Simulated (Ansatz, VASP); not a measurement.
## Two plane-wave programs on Al9H

INCAR

```
SYSTEM = Al9H
PREC = Accurate ; ENCUT = 520
EDIFF = 1E-7 ; ISMEAR = 0
SIGMA = 0.1 ; LREAL = Auto
LASPH = .TRUE. ; NELM = 60
ALGO = Normal ; ISIF = 2
LWAVE = .FALSE. ; LCHARG = .TRUE.
LDIPOL = .TRUE. ; IDIPOL = 3
DIPOL = 0.5 0.5 0.308 ; GGA = PE
LELF = .TRUE. ; LVHAR = .TRUE.
LVACPOTAV = .TRUE. ; NBANDS = 44
```

KPOINTS

```
Automatic mesh
0
G
  5 3 1
  0 0 0
```

File POSCAR:

```
Al9H
1.0
    5.7086446660      0.0000000000      0.0000000000
   -1.4271611665      9.7033329366      0.0000000000
    0.0000000000      0.0000000000     22.7902708839
Al H
18 2
Direct
    0.2662242802      0.0648971207      0.1755134908
    0.7662242802      0.0648971207      0.1755134908
    0.3354843969      0.3419375876      0.2192156219
    0.8354843969      0.3419375876      0.2192156219
    0.1493364202      0.5973456810      0.2279560482
    0.6493364202      0.5973456810      0.2279560482
    0.4631884436      0.8527537744      0.2366964744
    0.9631884436      0.8527537744      0.2366964744
    0.0319869115      0.1277383811      0.2808269846
    0.5319869115      0.1277383811      0.2808269846
    0.0997952748      0.4042696946      0.3301089530
    0.5997952748      0.4042696946      0.3301089530
    0.4144272444      0.6597110304      0.3369829646
    0.9144272444      0.6597110304      0.3369829646
    0.2263180843      0.9111292163      0.3449343063
    0.7263180843      0.9111292163      0.3449343063
    0.2962616061      0.1814597108      0.3857027821
    0.7962616061      0.1814597108      0.3857027821
    0.6062804321      0.3864477105      0.5436649238
    0.6062804321      0.4629180480      0.5436649238
```

Input for Ansatz:

```yaml
crystal:
  lattice:
    - [5.708644666, 0.0, 0.0]
    - [-1.4271611665, 9.7033329366, 0.0]
    - [0.0, 0.0, 22.7902708839]
  atoms:
    - { symbol: Al, position: [0.2662242802, 0.0648971207, 0.1755134908] }
    - { symbol: Al, position: [0.7662242802, 0.0648971207, 0.1755134908] }
    - { symbol: Al, position: [0.3354843969, 0.3419375876, 0.2192156219] }
    - { symbol: Al, position: [0.8354843969, 0.3419375876, 0.2192156219] }
    - { symbol: Al, position: [0.1493364202, 0.597345681, 0.2279560482] }
    - { symbol: Al, position: [0.6493364202, 0.597345681, 0.2279560482] }
    - { symbol: Al, position: [0.4631884436, 0.8527537744, 0.2366964744] }
    - { symbol: Al, position: [0.9631884436, 0.8527537744, 0.2366964744] }
    - { symbol: Al, position: [0.0319869115, 0.1277383811, 0.2808269846] }
    - { symbol: Al, position: [0.5319869115, 0.1277383811, 0.2808269846] }
    - { symbol: Al, position: [0.0997952748, 0.4042696946, 0.330108953] }
    - { symbol: Al, position: [0.5997952748, 0.4042696946, 0.330108953] }
    - { symbol: Al, position: [0.4144272444, 0.6597110304, 0.3369829646] }
    - { symbol: Al, position: [0.9144272444, 0.6597110304, 0.3369829646] }
    - { symbol: Al, position: [0.2263180843, 0.9111292163, 0.3449343063] }
    - { symbol: Al, position: [0.7263180843, 0.9111292163, 0.3449343063] }
    - { symbol: Al, position: [0.2962616061, 0.1814597108, 0.3857027821] }
    - { symbol: Al, position: [0.7962616061, 0.1814597108, 0.3857027821] }
    - { symbol: H, position: [0.6062804321, 0.3864477105, 0.5436649238] }
    - { symbol: H, position: [0.6062804321, 0.462918048, 0.5436649238] }
basis:
  ecutwfc: 420
kpoints:
  mp_grid: { grid: [5, 3, 1] }
hamiltonian:
  xc: pbe
scf:
  occupations: { method: gaussian, width: 0.1 }
output:
  forces: true
  eigenvalues: true
efield:
  axis: 3
  dipole_correction: true
  ramp_width: 0.04
```

Alike in both runs: task single point; functional PBE; k mesh 5 × 3 × 1; occupations gaussian, width 0.1 eV; no spin polarisation.

```csv
,VASP,Ansatz
version,VASP 6.6.1,Ansatz 0.2.0
potentials or method,"VASP PAW PBE potentials, release 64 (Al, H), cutoff 520 eV","scalar-relativistic, plane waves, PAW"
valence electrons in the cell,56,56
```

Ansatz gave:

* gap on the k mesh at the Fermi level (eV): none
* rms of the force components (eV/Å): 0.045
* work function, face that differs most (eV): 4.16

Q: What did VASP give for the same quantities?

A: gap on the k mesh at the Fermi level (eV): none; rms of the force components (eV/Å): 0.045; work function, face that differs most (eV): 4.17.

Atom by atom the forces differ by 0.002 eV/Å (rms over components). A gap of «none» marks a metal or a gap that the smearing closes.
